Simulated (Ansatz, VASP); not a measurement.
# One calculation of SiC, two programs

```
Si C
1.0
     0.00000    2.19283    2.19283
     2.19283    0.00000    2.19283
     2.19283    2.19283    0.00000
Si C
1 1
Cartesian
  0.0000 0.0000 0.0000
  3.2893 3.2893 3.2893
```

Alike in both runs: task single point; functional PBEsol; k mesh 10 × 10 × 10; occupations gaussian, width 0.05 eV; no spin polarisation.

```csv
,VASP,Ansatz
version,VASP 6.6.1,Ansatz 0.2.0
potentials or method,"VASP PAW PBE potentials, release 64 (Si, C), cutoff 520 eV","scalar-relativistic, plane waves, PAW"
valence electrons in the cell,8,8
```

|  | VASP | Ansatz | Ansatz less VASP |
| --- | --- | --- | --- |
| gap on the k mesh at the Fermi level (eV) | 1.25 | 1.26 | +0.010 |
| least direct gap on the mesh (eV) | 4.42 | 4.43 | +0.009 |
| pressure (GPa) | -3.9 | -4.2 | -0.34 |

VASP's potentials were made for PBE, not for PBEsol. The functional is the same, so the differences come from potentials, cutoffs and numerics.
